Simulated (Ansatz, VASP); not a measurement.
**Two plane-wave programs on O**

```
O
1.0
     0.00000    1.49101    3.67719
     1.48138    0.00000    3.67719
     1.48138    1.49101    0.00000
O
2
Direct
  0.08085 0.08085 0.91915
  0.91915 0.91915 0.08085
```

Change from the starting cell: volume 8.122 Å^3 an atom, stretch along c over the lengths across it, relative to the relaxed cell 1.0837.

Alike in both runs: task single point; functional LDA; k mesh 22 × 22 × 22; occupations gaussian, width 0.15 eV; no spin polarisation.

|  | VASP | Ansatz |
| --- | --- | --- |
| version | VASP 6.6.1 | Ansatz 0.2.0 |
| potentials or method | VASP PAW LDA potentials, release 64 (O), cutoff 520 eV | scalar-relativistic, plane waves, PAW |
| valence electrons in the cell | 12 | 12 |

Ansatz gave:

```
gap on the k mesh at the Fermi level (eV) : none
rms of the force components (eV/Å)        : 0.060
```

**Question.** What did VASP give for the same quantities?

**Answer.** gap on the k mesh at the Fermi level (eV): none; rms of the force components (eV/Å): 1.229.

LDA's correlation is that of Perdew and Zunger in VASP and of Perdew and Wang (1992) in Ansatz. Atom by atom the forces differ by 1.168 eV/Å (rms over components). A gap of «none» marks a metal or a gap that the smearing closes.

Noted on VASP's run: the standard files for N, O and F lose accuracy on very short bonds; spin is off for a triplet molecule.
